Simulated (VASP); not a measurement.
# SiC (P6_3mc) in VASP: further runs, part 3 of 3

VASP 6.6.1. Earlier steps stand in the parts before.

### Step 6. Single point, LDA

INCAR

```
SYSTEM = SiC
PREC = Accurate ; ENCUT = 520
EDIFF = 1E-6 ; ISMEAR = 0
SIGMA = 0.02 ; LREAL = .FALSE.
LASPH = .TRUE. ; NELM = 60
ALGO = Normal ; ISIF = 2
LWAVE = .FALSE. ; LCHARG = .FALSE.
GGA = CA ; NBANDS = 36
```

KPOINTS

```
Automatic mesh
0
G
  12 12 2
  0 0 0
```

POSCAR

```
SiC
1.0
    3.0592956230      0.0000000029      0.0000000000
   -1.5296478140      2.6494277257      0.0000000000
    0.0000000000      0.0000000000     15.0117117899
Si C
6 6
Direct
    0.3333333333      0.6666666667      0.8329904609
    0.6666666667      0.3333333333      0.3329904609
    0.6666666667      0.3333333333      0.6665017718
    0.3333333333      0.6666666667      0.1665017718
    0.0000000000      0.0000000000      0.4997210962
    0.0000000000      0.0000000000      0.9997210962
    0.0000000000      0.0000000000      0.8743700255
    0.0000000000      0.0000000000      0.3743700255
    0.3333333333      0.6666666667      0.7080047637
    0.6666666667      0.3333333333      0.2080047637
    0.6666666667      0.3333333333      0.5415128819
    0.3333333333      0.6666666667      0.0415128819
```

Potentials or basis: VASP PAW LDA potentials, release 64 (Si, C).

Started as:

```sh
$ cat potpaw_LDA.64/Si/POTCAR potpaw_LDA.64/C/POTCAR > POTCAR
$ mpirun -np 1 vasp_std > vasp.out
```

OUTCAR:

```text
SYSTEM = SiC
   PREC = Accurate
   ENCUT = 520
   EDIFF = 1E-6
   ISMEAR = 0
   LREAL = .FALSE.
   LASPH = .TRUE.
   NELM = 60
   ISIF = 2
   GGA = CA

 ion  position               nearest neighbor table
   1  0.333  0.667  0.833-   7 1.87   7 1.87   7 1.87   9 1.88   3 3.06   3 3.06   3 3.06   6 3.06
                             6 3.06   6 3.06
   2  0.667  0.333  0.333-   8 1.87   8 1.87   8 1.87  10 1.88   4 3.06   4 3.06   4 3.06   5 3.06
                             5 3.06   5 3.06
   3  0.667  0.333  0.667-   9 1.87   9 1.87   9 1.87  11 1.88   1 3.06   1 3.06   1 3.06   5 3.06
                             5 3.06   5 3.06
   4  0.333  0.667  0.167-  10 1.87  10 1.87  10 1.87  12 1.88   2 3.06   2 3.06   2 3.06   6 3.06
                             6 3.06   6 3.06
   5  0.000  0.000  0.500-  11 1.87  11 1.87  11 1.87   8 1.88   2 3.06   2 3.06   2 3.06   3 3.06
                             3 3.06   3 3.06
   6  0.000  0.000  1.000-  12 1.87  12 1.87  12 1.87   7 1.88   1 3.06   1 3.06   1 3.06   4 3.06
                             4 3.06   4 3.06
   7  0.000  0.000  0.874-   1 1.87   1 1.87   1 1.87   6 1.88
   8  0.000  0.000  0.374-   2 1.87   2 1.87   2 1.87   5 1.88
   9  0.333  0.667  0.708-   3 1.87   3 1.87   3 1.87   1 1.88
  10  0.667  0.333  0.208-   4 1.87   4 1.87   4 1.87   2 1.88
  11  0.667  0.333  0.542-   5 1.87   5 1.87   5 1.87   3 1.88
  12  0.333  0.667  0.042-   6 1.87   6 1.87   6 1.87   4 1.88

  LATTYP: Found a hexagonal cell.
 ALAT       =     3.0592956230
 C/A-ratio  =     4.9069176830

  Lattice vectors:

 A1 = (   3.0592956230,   0.0000000029,   0.0000000000)
 A2 = (  -1.5296478140,   2.6494277257,   0.0000000000)
 A3 = (   0.0000000000,   0.0000000000,  15.0117117899)

Analysis of symmetry for initial positions (statically):
=====================================================================
 Subroutine PRICEL returns:
 Original cell was already a primitive cell.

 Routine SETGRP: Setting up the symmetry group for a
 hexagonal supercell.

 Subroutine GETGRP returns: Found 12 space group operations
 (whereof  6 operations were pure point group operations)
 out of a pool of 24 trial point group operations.

The static configuration has the point symmetry C_3v.
 The point group associated with its full space group is C_6v.

Analysis of symmetry for dynamics (positions and initial velocities):
=====================================================================
 Subroutine PRICEL returns:
 Original cell was already a primitive cell.

 Routine SETGRP: Setting up the symmetry group for a
 hexagonal supercell.

 Subroutine GETGRP returns: Found 12 space group operations
 (whereof  6 operations were pure point group operations)
 out of a pool of 24 trial point group operations.

The dynamic configuration has the point symmetry C_3v.
 The point group associated with its full space group is C_6v.

 Subroutine INISYM returns: Found 12 space group operations
 (whereof  6 operations are pure point group operations),
 and found     1 'primitive' translations

----------------------------------------------------------------------------------------

                                     Primitive cell

[... 93 lines left out ...]
   number of dos      NEDOS =    301   number of ions     NIONS =     12
   total plane-waves  NPLWV =  64512
   dimension x,y,z NGX =    24 NGY =   24 NGZ =  112
   dimension x,y,z NGXF=    48 NGYF=   48 NGZF=  224
   ions per type =               6   6
   NGX,Y,Z   is equivalent  to a cutoff of  13.04, 13.04, 12.40 a.u.
   NGXF,Y,Z  is equivalent  to a cutoff of  26.08, 26.08, 24.81 a.u.
 SYSTEM =  SiC
   PREC   = accura    normal or accurate (medium, high low for compatibility)
   ISTART =      0    job   : 0-new  1-cont  2-samecut
   ICHARG =      2    charge: 1-file 2-atom 10-const
   ISPIN  =      1    spin polarized calculation?
   LNONCOLLINEAR =      F non collinear calculations
   LSORBIT =      F    spin-orbit coupling
   LASPH  =      T    aspherical Exc in radial PAW
   ENCUT  =  520.0 eV  38.22 Ry    6.18 a.u.   5.69  5.69 27.91*2*pi/ulx,y,z
   NELM   =     60;   NELMIN=  2; NELMDL= -5     # of ELM steps
   EDIFF  = 0.1E-05   stopping-criterion for ELM
   LREAL  =      F    real-space projection
   EDIFFG = 0.1E-04   stopping-criterion for IOM
   NSW    =      0    number of steps for IOM
   IBRION =     -1    ionic relax: 0-MD 1-quasi-New 2-CG
   NFREE  =      0    steps in history (QN), initial steepest desc. (CG)
   ISIF   =      2    stress and relaxation
   ISYM   =      2    0-nonsym 1-usesym 2-fastsym
   POTIM  = 0.5000    time-step for ionic-motion
   TEBEG  =    0.0;   TEEND  =   0.0 temperature during run
   PSTRESS=    0.0 pullay stress
   NELECT =      48.0000    total number of electrons
   NUPDOWN=      -1.0000    fix difference up-down
   EMIN   =  10.00;   EMAX   =-10.00  energy-range for DOS
   EFERMI =   0.00;   METHOD = LEGACY
   ISMEAR =     0;   SIGMA  =   0.02  broadening in eV -4-tet -1-fermi 0-gaus
   EFERMI_NEDOS =   21; number of points for ismear=-14 and -15
   IALGO  =     38    algorithm
   IMIX   =      4    mixing-type and parameters
     AMIX     =   0.40;   BMIX     =  1.00
     AMIX_MAG =   1.60;   BMIX_MAG =  1.00
  volume/ion in A,a.u.               =      10.14        68.43
  Fermi-wavevector in a.u.,A,eV,Ry     =   1.200662  2.268922 19.614003  1.441589
  Thomas-Fermi vector in A             =   2.336492
   LORBIT       =      0    0 simple, 1 ext, 2 COOP (PROOUT), +10 PAW based schemes
   GGA     = CA    functional components
   LHFCALC =     F    Hartree Fock is set to
   AEXX    =    0.0000 exact exchange contribution
   IVDW    =     0    specifies the selected vdW correction
   LEPSILON=     F    determine dielectric tensor
   LRPA    =     F    only Hartree local field effects (RPA)
 non-spin polarized calculation
 Gauss-broadening in eV      SIGMA  =   0.02
  energy-cutoff  :      520.00
  volume of cell :      121.68
 maximum number of plane-waves:      3319
 NGX is ok and might be reduce to    24
   NGX = 11   NGY = 11   NGZ = 55

 number of electron      47.9999996 magnetization

 Free energy of the ion-electron system (eV)
  ---------------------------------------------------
  ext. energy  EPLUGINS =         0.00000000
  ---------------------------------------------------
  free energy    TOTEN  =       -99.86913854 eV

  energy without entropy =      -99.86913854  energy(sigma->0) =      -99.86913854

 E-fermi :   8.4558     XC(G=0): -11.6405

 val. band max:        8.3382582695   @ k =   0.0000   0.0000   0.0000
 cond. band min:      10.3039056689   @ k =   0.5000   0.0000   0.0000
 fundamental gap:      1.9656473994
 Fermi energy:         8.4557671962

 k-point     1 :       0.0000    0.0000    0.0000
  band No.  band energies     occupation
      1      -7.1887      2.00000
      2      -6.6566      2.00000
      3      -6.6210      2.00000
      4      -5.0885      2.00000
      5      -5.0603      2.00000
      6      -3.4949      2.00000
[... 925 lines left out ...]
     35      16.2452      0.00000
     36      16.2485      0.00000

 [... further k-points ...]

------------------------ aborting loop because EDIFF is reached ----------------------------------------

  FORCE on cell =-STRESS in cart. coord.  units (eV):
  Direction    XX          YY          ZZ          XY          YZ          ZX
  --------------------------------------------------------------------------------------
  -------------------------------------------------------------------------------------
  Total        0.2956704      0.2956704      0.2836752      0.0000000      0.0000000      0.0000000
  in kB        3.8932715      3.8932715      3.7353231      0.0000000      0.0000000      0.0000000
  external PRESSURE =       3.8406220 kB  Pullay stress =       0.0000000 kB

 VOLUME and BASIS-vectors are now :
 -----------------------------------------------------------------------------
  energy-cutoff  :      520.00
  volume of cell :      121.68
      direct lattice vectors                 reciprocal lattice vectors
     3.059295623  0.000000003  0.000000000     0.326872628  0.188720000  0.000000000
    -1.529647814  2.649427726  0.000000000    -0.000000000  0.377439999  0.000000000
     0.000000000  0.000000000 15.011711790     0.000000000  0.000000000  0.066614655

 POSITION                                       TOTAL-FORCE (eV/Angst)
 -----------------------------------------------------------------------------------
     -0.00000      1.76629     12.50461        -0.000000     -0.000000     -0.001293
      1.52965      0.88314      4.99876        -0.000000     -0.000000     -0.001293
      1.52965      0.88314     10.00533        -0.000000     -0.000000     -0.000334
     -0.00000      1.76629      2.49948         0.000000     -0.000000     -0.000334
      0.00000      0.00000      7.50167        -0.000000      0.000000      0.001913
      0.00000      0.00000     15.00752        -0.000000     -0.000000      0.001913
      0.00000      0.00000     13.12579         0.000000      0.000000      0.000310
      0.00000      0.00000      5.61993        -0.000000     -0.000000      0.000310
     -0.00000      1.76629     10.62836        -0.000000     -0.000000     -0.000416
      1.52965      0.88314      3.12251         0.000000     -0.000000     -0.000416
      1.52965      0.88314      8.12904        -0.000000      0.000000     -0.000180
     -0.00000      1.76629      0.62318         0.000000     -0.000000     -0.000180
 -----------------------------------------------------------------------------------
    total drift:                               -0.000000     -0.000000      0.000409

  FREE ENERGIE OF THE ION-ELECTRON SYSTEM (eV)
  ---------------------------------------------------
  free  energy   TOTEN  =       -99.8691385357 eV

  energy  without entropy=      -99.8691385357  energy(sigma->0) =      -99.86913854
```

Wall time 3.7 min (1 thread of Intel Xeon 8259CL, shared host); peak memory 0.26 GiB.

What came out:

- Free energy: -99.8691 eV
- Pressure: 0.4 GPa
- Band gap on the k mesh: 1.97 eV (least direct gap 3.07 eV)
